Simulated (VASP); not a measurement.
# Hf (P6_3/mmc) in VASP: notebook, part 2 of 2

VASP 6.6.1. Earlier steps stand in the parts before.

## (4) Relaxation of cell and atoms, PBE+D3(BJ)

File INCAR:

```
PREC = Accurate ; ENCUT = 600
EDIFF = 1E-7 ; ISMEAR = 0
SIGMA = 0.1 ; LREAL = F
LASPH = T ; NELM = 100
ALGO = Normal ; ISIF = 3
LWAVE = F ; LCHARG = F
GGA = PE ; IVDW = 12
IBRION = 2 ; NSW = 100
EDIFFG = -0.005
```

File KPOINTS:

```
Automatic mesh
0
Gamma
  15 15 8
```

File POSCAR:

```
Hf
1.0
    3.1923846315      0.0000000000      0.0000000000
   -1.5961923157      2.7646861895      0.0000000000
    0.0000000000      0.0000000000      5.0450416400
Hf
2
Direct
    0.3333333300      0.6666666700      0.2500000000
    0.6666666700      0.3333333300      0.7500000000
```

Potentials or basis: VASP PAW PBE potentials, release 64 (Hf_pv).

Run with:

```console
cat potpaw_PBE.64/Hf_pv/POTCAR > POTCAR
mpirun -np 1 vasp_std > vasp.out
```

OUTCAR:

```text
PREC = Accurate
   ENCUT = 600
   EDIFF = 1E-7
   ISMEAR = 0
   LREAL = F
   LASPH = T
   NELM = 100
   ISIF = 3
   GGA = PE
   IVDW = 12
   IBRION = 2
   NSW = 100
   EDIFFG = -0.005
 IVDW          = 12

 ion  position               nearest neighbor table
   1  0.333  0.667  0.250-   2 3.12   2 3.12   2 3.12   2 3.12   2 3.12   2 3.12
   2  0.667  0.333  0.750-   1 3.12   1 3.12   1 3.12   1 3.12   1 3.12   1 3.12

  LATTYP: Found a hexagonal cell.
 ALAT       =     3.1923846315
 C/A-ratio  =     1.5803364013

  Lattice vectors:

 A1 = (   3.1923846315,   0.0000000000,   0.0000000000)
 A2 = (  -1.5961923157,   2.7646861895,   0.0000000000)
 A3 = (   0.0000000000,   0.0000000000,   5.0450416400)

Analysis of symmetry for initial positions (statically):
=====================================================================
 Subroutine PRICEL returns:
 Original cell was already a primitive cell.

 Routine SETGRP: Setting up the symmetry group for a
 hexagonal supercell.

 Subroutine GETGRP returns: Found 24 space group operations
[... 258 lines left out ...]

 E-fermi :   5.1181     XC(G=0): -11.4091

 val. band max:        5.1158874989   @ k =   0.3333   0.2667   0.3750
 cond. band min:       5.1384196405   @ k =   0.0667   0.0000   0.5000
 fundamental gap:      0.0225321416
 Fermi energy:         5.1181110936

 k-point     1 :       0.0000    0.0000    0.0000
  band No.  band energies     occupation
      1     -25.9491      2.00000
      2     -25.1320      2.00000
      3     -25.1320      2.00000
      4     -24.9964      2.00000
      5     -24.9918      2.00000
      6     -24.9918      2.00000
      7      -2.3634      2.00000
      8       1.3200      2.00000
      9       5.8617      0.00000
     10       6.2967      0.00000
     11       6.2967      0.00000
     12       6.5986      0.00000
     13       7.1529      0.00000
     14       7.1529      0.00000
[... 377 lines left out ...]
      1     -25.6923      2.00000
      2     -25.5342      2.00000
      3     -25.4825      2.00000
      4     -25.4339      2.00000
      5     -25.2910      2.00000
      6     -25.2295      2.00000
      7       2.5075      2.00000
      8       2.8646      2.00000
      9       3.0830      2.00000
     10       3.8957      2.00000
     11       5.5016      0.00000
     12       5.7866      0.00000
     13       7.0303      0.00000
     14      10.3319      0.00000

 [... further k-points ...]

------------------------ aborting loop because EDIFF is reached ----------------------------------------

 Edisp (eV)   -0.92673

 E8    (eV) :    -0.4973
[... 25 lines left out ...]
  FREE ENERGIE OF THE ION-ELECTRON SYSTEM (eV)
  ---------------------------------------------------
  free  energy   TOTEN  =       -20.7664748520 eV

  energy  without entropy=      -20.7592541091  energy(sigma->0) =      -20.76286448

 reached required accuracy - stopping structural energy minimisation
```

OSZICAR:

```text
N       E                     dE             d eps       ncg     rms          rms(c)
DAV:   1     0.515297951186E+02    0.51530E+02   -0.12735E+04  3780   0.152E+03
[... 26 lines left out ...]
DAV:   2    -0.198558915152E+02    0.47184E-01   -0.98121E-02  3864   0.264E+00    0.828E-01
DAV:   3    -0.198416336856E+02    0.14258E-01   -0.26752E-02  3882   0.126E+00    0.388E-01
DAV:   4    -0.198398616652E+02    0.17720E-02   -0.42456E-03  4236   0.516E-01    0.301E-01
DAV:   5    -0.198397470466E+02    0.11462E-03   -0.33379E-04  4674   0.113E-01    0.539E-02
DAV:   6    -0.198397473067E+02   -0.26011E-06   -0.12723E-05  4788   0.264E-02    0.220E-02
DAV:   7    -0.198397471048E+02    0.20194E-06   -0.60109E-07  4572   0.588E-03    0.444E-03
DAV:   8    -0.198397470693E+02    0.35479E-07   -0.92116E-09  2550   0.742E-04
   3 F= -.20766475E+02 E0= -.20762864E+02  d E =-.793060E-02
```

CONTCAR:

```text
Hf
   1.00000000000000
     3.1684037700133585   -0.0000000000004337   -0.0000000000000000
    -1.5842018849574306    2.7439181542488260    0.0000000000000000
    -0.0000000000000000    0.0000000000000000    5.0067819239813041
  Hf
     2
Direct
     0.3333333300000021    0.6666666699999979    0.2500000000000000
     0.6666666699999979    0.3333333300000021    0.7500000000000000

  0.00000000E+00  0.00000000E+00  0.00000000E+00
  0.00000000E+00  0.00000000E+00  0.00000000E+00
```

It took 90 s on 1 thread of Intel Xeon Platinum 8559C (Emerald Rapids), shared host; peak memory 0.26 GiB.

Results:

```
Free energy                            : -20.7665 eV
Relaxed volume                         : 21.76 Å³/atom
Relaxed cell                           : a = 3.168 Å, b = 3.168 Å, c = 5.007 Å, α = 90.00°, β = 90.00°, γ = 120.00°
Space group after relaxing (to 0.05 Å) : P6_3/mmc (No. 194)
Energy gained by relaxing              : 4.0 meV/atom
Ionic steps                            : 3
Pressure after relaxing                : 0.0 GPa
Band gap on the k mesh                 : zero (band 10 reaches 6.30 eV, above the bottom of band 11 at 4.67 eV)
Dispersion energy per atom             : -0.463 eV
```

The path:
```tsv
step	energy change (eV)	largest force (eV/Å)	pressure (GPa)	volume (Å³)
1	0.0000	0.0000	-2.49	44.53
2	0.0040	0.0000	3.29	42.34
3	-0.0079	0.0000	-0.01	43.53
```

Final structure:
```
Hf
1.0
     3.16840    0.00000    0.00000
    -1.58420    2.74392    0.00000
     0.00000    0.00000    5.00678
Hf
2
Direct
  0.33333 0.66667 0.25000
  0.66667 0.33333 0.75000
```

Levels at points of the mesh, in eV from the Fermi level:
| k point | band 8 | band 9 | band 10 | band 11 | band 12 | band 13 |
| --- | --- | --- | --- | --- | --- | --- |
| (0.00, 0.00, 0.00) | -3.80 | 0.74 | 1.18 | 1.18 | 1.48 | 2.03 |
| (0.00, 0.00, 0.50) | -5.45 | 0.14 | 0.14 | 1.06 | 1.06 | 1.06 |

Caveat: spin-orbit coupling is left out, which moves the levels of the heavy elements; pairwise dispersion overbinds metals, which lowers pressure and volume.

## (5) Summary

```csv
task,cell,k mesh,cutoff (eV),gap on the mesh (eV),pressure (GPa)
single point,"a = 3.192, b = 3.192, c = 5.045 Å, angles 90.0, 90.0, 120.0°, 2 atoms",6 × 6 × 4,500,none,-2.3
single point,"a = 3.171, b = 3.171, c = 5.017 Å, angles 90.0, 90.0, 120.0°, 2 atoms",15 × 15 × 8,520,none,-0.4
relaxation of cell and atoms,"relaxed from a = 3.192, b = 3.192, c = 5.045 Å, angles 90.0, 90.0, 120.0°, 2 atoms",15 × 15 × 8,600,none,0.0
```

Alike in all rows: level PBE+D3(BJ); potentials or basis VASP PAW PBE potentials, release 64 (Hf_pv); no spin polarisation; smearing gaussian 0.1 eV.

Caveats: some runs use coarse meshes; spin-orbit coupling is left out, which moves the levels of the heavy elements; pairwise dispersion overbinds metals, which lowers pressure and volume.

Absolute energies hang on the potentials; compare differences alone.
